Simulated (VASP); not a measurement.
# Ge in VASP: notebook

Ge is run at these levels: PBE+D3(BJ); tasks: single point.

All numbers are computed with VASP 6.6.1; they aren't measurements. Logs are shortened: lines on timing, memory, paths and dates and some standing lists are left out, and cuts for length are marked.

## Step 1: The cell of the first run

The cell holds a slab with vacuum, 4 atoms: a = 4.023 Å, b = 4.023 Å, c = 18.869 Å, α = 90.00°, β = 90.00°, γ = 120.00°.

## Step 2: Single point, PBE+D3(BJ)

The input, INCAR:

```
SYSTEM = Ge
PREC     = Accurate       ! precision mode
ENCUT    = 520            ! plane-wave cutoff, eV
EDIFF    = 1E-7           ! SCF threshold, eV
ISMEAR   = 0              ! smearing method
SIGMA    = 0.1            ! smearing width, eV
LREAL    = .False.        ! projectors in reciprocal space
LASPH    = .True.         ! aspherical terms in the spheres
NELM     = 60             ! most SCF steps
ALGO     = Normal         ! electronic algorithm
ISIF     = 2              ! what is computed and relaxed
LWAVE    = .False.        ! write WAVECAR
LCHARG   = .False.        ! write CHGCAR
LDIPOL   = .True.       
IDIPOL   = 3            
DIPOL    = 0.5 0.5 0.368
GGA      = PE             ! functional
IVDW     = 12             ! dispersion correction
NBANDS   = 36             ! bands
```

The input, KPOINTS:

```
Automatic mesh
0
Gamma
  9 9 1
  0 0 0
```

The input, POSCAR:

```
Ge
1.0
    4.0226895460      0.0000000000      0.0000000000
   -2.0113447730      3.4837513384      0.0000000000
    0.0000000000      0.0000000000     18.8685220369
Ge
4
Direct
    0.3333333333      0.6666666667      0.2747571330
    0.6666666667      0.3333333333      0.2384924474
    0.0000000000      1.0000000000      0.4965159443
    0.3333333333      0.6666666667      0.4602512588
```

Potentials or basis: VASP PAW PBE potentials, release 64 (Ge_d).

The run is started by

```bash
> cat potpaw_PBE.64/Ge_d/POTCAR > POTCAR
> mpirun -np 1 vasp_std > vasp.out
```

OUTCAR:

```text
SYSTEM = Ge
   PREC = Accurate
   ENCUT = 520
   EDIFF = 1E-7
   ISMEAR = 0
   LREAL = .False.
   LASPH = .True.
   NELM = 60
   ISIF = 2
   GGA = PE
   IVDW = 12
 IVDW          = 12

 ion  position               nearest neighbor table
   1  0.333  0.667  0.275-   2 2.42   2 2.42   2 2.42
   2  0.667  0.333  0.238-   1 2.42   1 2.42   1 2.42
   3  0.000  0.000  0.497-   4 2.42   4 2.42   4 2.42
   4  0.333  0.667  0.460-   3 2.42   3 2.42   3 2.42

  LATTYP: Found a hexagonal cell.
 ALAT       =     4.0226895460
 C/A-ratio  =     4.6905240440

  Lattice vectors:

 A1 = (   4.0226895460,   0.0000000000,   0.0000000000)
 A2 = (  -2.0113447730,   3.4837513384,   0.0000000000)
 A3 = (   0.0000000000,   0.0000000000,  18.8685220369)

Analysis of symmetry for initial positions (statically):
=====================================================================
 Subroutine PRICEL returns:
 Original cell was already a primitive cell.

 Routine SETGRP: Setting up the symmetry group for a
 hexagonal supercell.

 Subroutine GETGRP returns: Found 12 space group operations
 (whereof  6 operations were pure point group operations)
 out of a pool of 24 trial point group operations.

The static configuration has the point symmetry C_3v.
 The point group associated with its full space group is D_3d.

Analysis of symmetry for dynamics (positions and initial velocities):
=====================================================================
 Subroutine PRICEL returns:
 Original cell was already a primitive cell.

 Routine SETGRP: Setting up the symmetry group for a
 hexagonal supercell.

 Subroutine GETGRP returns: Found 12 space group operations
 (whereof  6 operations were pure point group operations)
 out of a pool of 24 trial point group operations.

The dynamic configuration has the point symmetry C_3v.
 The point group associated with its full space group is D_3d.

 Subroutine INISYM returns: Found 12 space group operations
 (whereof  6 operations are pure point group operations),
 and found     1 'primitive' translations

----------------------------------------------------------------------------------------

                                     Primitive cell

  volume of cell :     264.4244

  direct lattice vectors                    reciprocal lattice vectors
     4.022689546  0.000000000  0.000000000     0.248589902  0.143523447  0.000000000
    -2.011344773  3.483751338  0.000000000     0.000000000  0.287046894  0.000000000
     0.000000000  0.000000000 18.868522037     0.000000000  0.000000000  0.052998322

  length of vectors
     4.022689546  4.022689546 18.868522037     0.287046894  0.287046894  0.052998322

  position of ions in fractional coordinates (direct lattice)
     0.333333333  0.666666667  0.274757133
     0.666666667  0.333333333  0.238492447
     0.000000000  0.000000000  0.496515944
     0.333333333  0.666666667  0.460251259

  ion indices of the primitive-cell ions
   primitive index   ion index
                 1           1
                 2           2
                 3           3
                 4           4

----------------------------------------------------------------------------------------

 KPOINTS: Automatic mesh

Automatic generation of k-mesh.
 Grid dimensions read from file:
 generate k-points for:    9    9    1

 Generating k-lattice:

  Cartesian coordinates                     Fractional coordinates (reciprocal lattice)
     0.027621100  0.015947050  0.000000000     0.111111111  0.000000000  0.000000000
     0.000000000  0.031894099  0.000000000     0.000000000  0.111111111  0.000000000
     0.000000000  0.000000000  0.052998322     0.000000000  0.000000000  1.000000000

  Length of vectors
     0.031894099  0.031894099  0.052998322

  Shift w.r.t. Gamma in fractional coordinates (k-lattice)
     0.000000000  0.000000000  0.000000000

 Subroutine IBZKPT returns following result:
 ===========================================

 Found     12 irreducible k-points:

 Following reciprocal coordinates:
            Coordinates               Weight
  0.000000  0.000000  0.000000      1.000000
  0.111111  0.000000  0.000000      6.000000
  0.222222  0.000000  0.000000      6.000000
  0.333333  0.000000  0.000000      6.000000
  0.444444  0.000000  0.000000      6.000000
  0.111111  0.111111  0.000000      6.000000
  0.222222  0.111111  0.000000     12.000000
  0.333333  0.111111  0.000000     12.000000
  0.444444  0.111111  0.000000      6.000000
  0.222222  0.222222  0.000000      6.000000
  0.333333  0.222222  0.000000     12.000000
  0.333333  0.333333  0.000000      2.000000
   k-points           NKPTS =     12   k-points in BZ     NKDIM =     12   number of bands    NBANDS=     36
   number of dos      NEDOS =    301   number of ions     NIONS =      4
   total plane-waves  NPLWV = 126000
   dimension x,y,z NGX =    30 NGY =   30 NGZ =  140
   dimension x,y,z NGXF=    60 NGYF=   60 NGZF=  280
   ions per type =               4
   NGX,Y,Z   is equivalent  to a cutoff of  12.40, 12.40, 12.34 a.u.
   NGXF,Y,Z  is equivalent  to a cutoff of  24.80, 24.80, 24.67 a.u.
 SYSTEM =  Ge
   PREC   = accura    normal or accurate (medium, high low for compatibility)
   ISTART =      0    job   : 0-new  1-cont  2-samecut
   ICHARG =      2    charge: 1-file 2-atom 10-const
   ISPIN  =      1    spin polarized calculation?
   LNONCOLLINEAR =      F non collinear calculations
   LSORBIT =      F    spin-orbit coupling
   LASPH  =      T    aspherical Exc in radial PAW
   ENCUT  =  520.0 eV  38.22 Ry    6.18 a.u.   7.48  7.48 35.08*2*pi/ulx,y,z
   NELM   =     60;   NELMIN=  2; NELMDL= -5     # of ELM steps
   EDIFF  = 0.1E-06   stopping-criterion for ELM
   LREAL  =      F    real-space projection
   EDIFFG = 0.1E-05   stopping-criterion for IOM
   NSW    =      0    number of steps for IOM
   IBRION =     -1    ionic relax: 0-MD 1-quasi-New 2-CG
   NFREE  =      0    steps in history (QN), initial steepest desc. (CG)
   ISIF   =      2    stress and relaxation
   ISYM   =      2    0-nonsym 1-usesym 2-fastsym
   POTIM  = 0.5000    time-step for ionic-motion
   TEBEG  =    0.0;   TEEND  =   0.0 temperature during run
   PSTRESS=    0.0 pullay stress
   NELECT =      56.0000    total number of electrons
   NUPDOWN=      -1.0000    fix difference up-down
   EMIN   =  10.00;   EMAX   =-10.00  energy-range for DOS
   EFERMI =   0.00;   METHOD = LEGACY
   ISMEAR =     0;   SIGMA  =   0.10  broadening in eV -4-tet -1-fermi 0-gaus
   EFERMI_NEDOS =   21; number of points for ismear=-14 and -15
   IALGO  =     38    algorithm
   IMIX   =      4    mixing-type and parameters
     AMIX     =   0.40;   BMIX     =  1.00
     AMIX_MAG =   1.60;   BMIX_MAG =  1.00
  volume/ion in A,a.u.               =      66.11       446.11
  Fermi-wavevector in a.u.,A,eV,Ry     =   0.975821  1.844035 12.955840  0.952227
  Thomas-Fermi vector in A             =   2.106391
   LORBIT       =      0    0 simple, 1 ext, 2 COOP (PROOUT), +10 PAW based schemes
   GGA     = PE    functional components
   LHFCALC =     F    Hartree Fock is set to
   AEXX    =    0.0000 exact exchange contribution
   IVDW    =    12    specifies the selected vdW correction
   LEPSILON=     F    determine dielectric tensor
   LRPA    =     F    only Hartree local field effects (RPA)
 non-spin polarized calculation
 Gauss-broadening in eV      SIGMA  =   0.10
  energy-cutoff  :      520.00
  volume of cell :      264.42
 maximum number of plane-waves:      7165
 NGX is ok and might be reduce to    30
   NGX = 15   NGY = 15   NGZ = 71

 dipolmoment           0.000000      0.000000      0.000000 electrons x Angstroem

 number of electron      55.9999998 magnetization

 dipolmoment           0.000000      0.000000     -0.000001 electrons x Angstroem

 Free energy of the ion-electron system (eV)
  ---------------------------------------------------
  ext. energy  EPLUGINS =         0.00000000
  ---------------------------------------------------
  free energy    TOTEN  =       -16.33582703 eV

  energy without entropy =      -16.33304016  energy(sigma->0) =      -16.33443360

 E-fermi :  -1.3741     XC(G=0):  -4.3470

 val. band max:       -1.3741346387   @ k =   0.3333   0.3333   0.0000
 cond. band min:      -1.3741276038   @ k =   0.3333   0.3333   0.0000
 fundamental gap:      0.0000070350
 Fermi energy:        -1.3741276966

 k-point     1 :       0.0000    0.0000    0.0000
  band No.  band energies     occupation
      1     -25.8744      2.00000
      2     -25.8744      2.00000
      3     -25.8738      2.00000
      4     -25.8738      2.00000
      5     -25.8303      2.00000
      6     -25.8230      2.00000
[... 28 lines left out ...]
     35       2.5914      0.00000
     36       2.5914      0.00000

 k-point     2 :       0.1111    0.0000    0.0000
  band No.  band energies     occupation
      1     -25.8807      2.00000
      2     -25.8798      2.00000
      3     -25.8789      2.00000
      4     -25.8783      2.00000
      5     -25.8402      2.00000
      6     -25.8350      2.00000
[... 28 lines left out ...]
     35       2.9601      0.00000
     36       3.1229      0.00000

 k-point     3 :       0.2222    0.0000    0.0000
  band No.  band energies     occupation
      1     -25.8902      2.00000
      2     -25.8888      2.00000
      3     -25.8865      2.00000
      4     -25.8860      2.00000
      5     -25.8514      2.00000
      6     -25.8467      2.00000
[... 28 lines left out ...]
     35       3.7290      0.00000
     36       4.0184      0.00000

 k-point     4 :       0.3333    0.0000    0.0000
  band No.  band energies     occupation
      1     -25.8939      2.00000
      2     -25.8917      2.00000
      3     -25.8917      2.00000
      4     -25.8913      2.00000
      5     -25.8634      2.00000
      6     -25.8592      2.00000
[... 28 lines left out ...]
     35       4.5919      0.00000
     36       4.8394      0.00000

 k-point     5 :       0.4444    0.0000    0.0000
  band No.  band energies     occupation
      1     -25.8939      2.00000
      2     -25.8936      2.00000
      3     -25.8910      2.00000
      4     -25.8882      2.00000
      5     -25.8737      2.00000
      6     -25.8712      2.00000
[... 28 lines left out ...]
     35       5.0317      0.00000
     36       5.0548      0.00000

 k-point     6 :       0.1111    0.1111    0.0000
  band No.  band energies     occupation
      1     -25.8867      2.00000
      2     -25.8865      2.00000
      3     -25.8862      2.00000
      4     -25.8851      2.00000
      5     -25.8478      2.00000
      6     -25.8428      2.00000
[... 28 lines left out ...]
     35       3.3670      0.00000
     36       3.6987      0.00000

 k-point     7 :       0.2222    0.1111    0.0000
  band No.  band energies     occupation
      1     -25.8961      2.00000
      2     -25.8955      2.00000
      3     -25.8898      2.00000
      4     -25.8879      2.00000
      5     -25.8588      2.00000
      6     -25.8544      2.00000
[... 28 lines left out ...]
     35       3.9135      0.00000
     36       3.9696      0.00000

 k-point     8 :       0.3333    0.1111    0.0000
  band No.  band energies     occupation
      1     -25.9016      2.00000
      2     -25.9011      2.00000
      3     -25.8889      2.00000
      4     -25.8862      2.00000
      5     -25.8698      2.00000
      6     -25.8666      2.00000
[... 28 lines left out ...]
     35       4.3209      0.00000
     36       4.9279      0.00000

 k-point     9 :       0.4444    0.1111    0.0000
  band No.  band energies     occupation
      1     -25.9031      2.00000
      2     -25.9028      2.00000
      3     -25.8867      2.00000
      4     -25.8831      2.00000
      5     -25.8748      2.00000
      6     -25.8744      2.00000
[... 28 lines left out ...]
     35       4.7249      0.00000
     36       5.2246      0.00000

 k-point    10 :       0.2222    0.2222    0.0000
  band No.  band energies     occupation
      1     -25.9060      2.00000
      2     -25.9057      2.00000
      3     -25.8885      2.00000
      4     -25.8856      2.00000
      5     -25.8681      2.00000
      6     -25.8647      2.00000
[... 28 lines left out ...]
     35       3.7929      0.00000
     36       4.0552      0.00000

 k-point    11 :       0.3333    0.2222    0.0000
  band No.  band energies     occupation
      1     -25.9125      2.00000
      2     -25.9124      2.00000
      3     -25.8861      2.00000
      4     -25.8818      2.00000
      5     -25.8744      2.00000
      6     -25.8729      2.00000
[... 28 lines left out ...]
     35       4.5084      0.00000
     36       5.3305      0.00000

 k-point    12 :       0.3333    0.3333    0.0000
  band No.  band energies     occupation
      1     -25.9173      2.00000
      2     -25.9173      2.00000
      3     -25.8854      2.00000
      4     -25.8800      2.00000
      5     -25.8754      2.00000
      6     -25.8754      2.00000
[... 28 lines left out ...]
     35       4.9832      0.00000
     36       5.1205      0.00000

------------------------ aborting loop because EDIFF is reached ----------------------------------------

 vacuum level on the upper side and lower side of the slab       (xc-potential included)        -0.068        -0.068

 Edisp (eV)   -0.84756

 E8    (eV) :    -0.3906

  FORCE on cell =-STRESS in cart. coord.  units (eV):
  Direction    XX          YY          ZZ          XY          YZ          ZX
  --------------------------------------------------------------------------------------
  -------------------------------------------------------------------------------------
  Total      -0.01297    -0.01297    -1.45298     0.00000     0.00000    -0.00000
  in kB      -0.07857    -0.07857    -8.80379     0.00000     0.00000    -0.00000
  external pressure =       -2.99 kB  Pullay stress =        0.00 kB

 VOLUME and BASIS-vectors are now :
 -----------------------------------------------------------------------------
  energy-cutoff  :      520.00
  volume of cell :      264.42
      direct lattice vectors                 reciprocal lattice vectors
     4.022689546  0.000000000  0.000000000     0.248589902  0.143523447  0.000000000
    -2.011344773  3.483751338  0.000000000     0.000000000  0.287046894  0.000000000
     0.000000000  0.000000000 18.868522037     0.000000000  0.000000000  0.052998322

 POSITION                                       TOTAL-FORCE (eV/Angst)
 -----------------------------------------------------------------------------------
     -0.00000      2.32250      5.18426        -0.000000      0.000000      0.416228
      2.01134      1.16125      4.50000         0.000000     -0.000000     -0.010035
      0.00000      0.00000      9.36852        -0.000000      0.000000      0.010035
     -0.00000      2.32250      8.68426        -0.000000     -0.000000     -0.416228
 -----------------------------------------------------------------------------------
    total drift:                               -0.000000     -0.000001      0.000469

  FREE ENERGIE OF THE ION-ELECTRON SYSTEM (eV)
  ---------------------------------------------------
  free  energy   TOTEN  =       -17.1833917825 eV

  energy  without entropy=      -17.1806049203  energy(sigma->0) =      -17.18199835

 vacuum level on the upper side and lower side of the slab         3.065         3.065
```

It took 99 s on 1 thread of Intel Xeon 6975P-C (Granite Rapids), shared host; peak memory 0.38 GiB.

What came out:

```
Free energy                : -17.1834 eV
Largest force              : 0.416 eV/Å
Band gap on the k mesh     : zero (filled and empty bands touch)
Dispersion energy per atom : -0.212 eV
```

Forces on the atoms (eV/Å):
```
Ge   0.000  0.000  0.416
Ge   0.000  0.000 -0.010
Ge   0.000  0.000  0.010
Ge   0.000  0.000 -0.416
```

Levels at points of the mesh, in eV from the Fermi level:
| k point | band 26 | band 27 | band 28 | band 29 | band 30 | band 31 |
| --- | --- | --- | --- | --- | --- | --- |
| (0.00, 0.00, 0.00) | -0.49 | -0.38 | -0.38 | 0.50 | 0.72 | 1.94 |

## Step 3: Single point, PBE+D3(BJ)

The input, INCAR:

```
  PREC = Accurate
  ENCUT = 520
  EDIFF = 1E-6
  ISMEAR = 0
  SIGMA = 0.1
  LREAL = F
  LASPH = T
  NELM = 80
  ALGO = Normal
  ISIF = 2
  LWAVE = F
  LCHARG = F
  LDIPOL = T
  IDIPOL = 3
  DIPOL = 0.5 0.5 0.381
  GGA = PE
  IVDW = 12
  NBANDS = 36
```

The input, KPOINTS:

```
Automatic mesh
0
Gamma
  9 9 1
```

Edit POSCAR of step 2 so:

```diff
@@ -10,3 +10,3 @@
     0.6666666667      0.3333333333      0.2384924474
-    0.0000000000      1.0000000000      0.4965159443
-    0.3333333333      0.6666666667      0.4602512588
+    0.0000000000      1.0000000000      0.5240750716
+    0.3333333333      0.6666666667      0.4878103860
```

Potentials or basis: VASP PAW PBE potentials, release 64 (Ge_d).

The run is started by

```bash
> cat potpaw_PBE.64/Ge_d/POTCAR > POTCAR
> mpirun -np 1 vasp_std > vasp.out
```

Wall time 93 s (1 thread of Intel Xeon 6975P-C (Granite Rapids), shared host); peak memory 0.38 GiB.

It converged, with:

| Item | Value |
| --- | --- |
| Free energy | -17.0137 eV |
| Largest force | 0.222 eV/Å |
| Band gap on the k mesh | zero (filled and empty bands touch) |
| Dispersion energy per atom | -0.196 eV |

Forces in eV/Å, atoms in the order of the input:
```
Ge   0.000  0.000  0.222
Ge   0.000  0.000  0.026
Ge   0.000  0.000 -0.026
Ge   0.000  0.000 -0.222
```

Levels at points of the mesh, in eV from the Fermi level:
| k point | band 26 | band 27 | band 28 | band 29 | band 30 | band 31 |
| --- | --- | --- | --- | --- | --- | --- |
| (0.00, 0.00, 0.00) | -0.46 | -0.42 | -0.42 | 0.51 | 0.66 | 1.93 |

## Step 4: Single point, PBE+D3(BJ)

The input, INCAR:

```
SYSTEM = Ge
  ALGO = Normal
  DIPOL = 0.5 0.5 0.399
  EDIFF = 1E-6
  ENCUT = 520
  GGA = PE
  IDIPOL = 3
  ISIF = 2
  ISMEAR = 0
  IVDW = 12
  LASPH = .TRUE.
  LCHARG = .TRUE.
  LDIPOL = .TRUE.
  LELF = .TRUE.
  LREAL = .FALSE.
  LVACPOTAV = .TRUE.
  LVHAR = .TRUE.
  LWAVE = .FALSE.
  NBANDS = 36
  NELM = 80
  PREC = Accurate
  SIGMA = 0.1
```

The input, KPOINTS:

```
k-points
0
G
  9 9 1
  0 0 0
```

Edit POSCAR of step 3 so:

```diff
@@ -10,3 +10,3 @@
     0.6666666667      0.3333333333      0.2384924474
-    0.0000000000      1.0000000000      0.5240750716
-    0.3333333333      0.6666666667      0.4878103860
+    0.0000000000      1.0000000000      0.5601139303
+    0.3333333333      0.6666666667      0.5238492447
```

The run is started by

```bash
> cat potpaw_PBE.64/Ge_d/POTCAR > POTCAR
> mpirun -np 1 vasp_std > vasp.out
```

It took 100 s on 1 thread of Intel Xeon 6975P-C (Granite Rapids), shared host; peak memory 0.38 GiB.

Results (log left out):

| Item | Value |
| --- | --- |
| Free energy | -16.8948 eV |
| Largest force | 0.096 eV/Å |
| Band gap on the k mesh | zero (filled and empty bands touch) |
| Dispersion energy per atom | -0.180 eV |

Forces on the atoms (eV/Å):
```
Ge   0.000  0.000  0.096
Ge   0.000  0.000  0.021
Ge   0.000  0.000 -0.021
Ge   0.000  0.000 -0.096
```

Levels at points of the mesh, in eV from the Fermi level:
```csv
k point,band 26,band 27,band 28,band 29,band 30,band 31
"(0.00, 0.00, 0.00)",-0.45,-0.44,-0.44,0.53,0.63,1.97
```

(Continued in part 2 of 2.)
